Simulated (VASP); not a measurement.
Crystal: InP.

```
In P
1.0
     0.00000    2.76883    2.76883
     2.76883    0.00000    2.76883
     2.76883    2.76883    0.00000
In P
1 1
Direct
  0.00000 0.00000 0.00000
  0.50000 0.50000 0.50000
```

| Item | Value |
| --- | --- |
| Program | VASP 6.6.1 |
| Task | relaxation of cell and atoms |
| Functional | HSE06 |
| Potentials or basis | VASP PAW PBE potentials, release 64 (In_d, P) |
| Cutoff | 600 eV |
| k mesh | 4 × 4 × 4 |
| Occupations | fermi-dirac, width 0.05 eV |
| Spin | no spin polarisation |

At the start: pressure -2.5 GPa; volume 21.23 Å³/atom.

How do energy, volume and symmetry change on relaxing?

Over 3 steps the energy falls by 4.9 meV/atom and the volume is 20.62 Å³/atom (-2.9 %); space group Fm-3m (No. 225, to 0.1 Å) before and after.

The path:
```csv
step,energy change (eV),largest force (eV/Å),pressure (GPa),volume (Å³)
1,0.0000,0.0000,-2.54,42.45
2,-0.0054,0.0000,1.77,40.42
3,-0.0098,0.0000,0.00,41.23
```

Final structure:
```xyz
2
Lattice="0.0000 2.7420 2.7420 2.7420 0.0000 2.7420 2.7420 2.7420 0.0000" Properties=species:S:1:pos:R:3 pbc="T T T"
In    0.0000    0.0000    0.0000
P     2.7420    2.7420    2.7420
```

Caveat: the k points lie up to 0.50 Å⁻¹ apart in the final cell, too coarse for converged energies and pressures of a metal; the PAW data sets were made with another functional, which shifts forces and pressure a little.
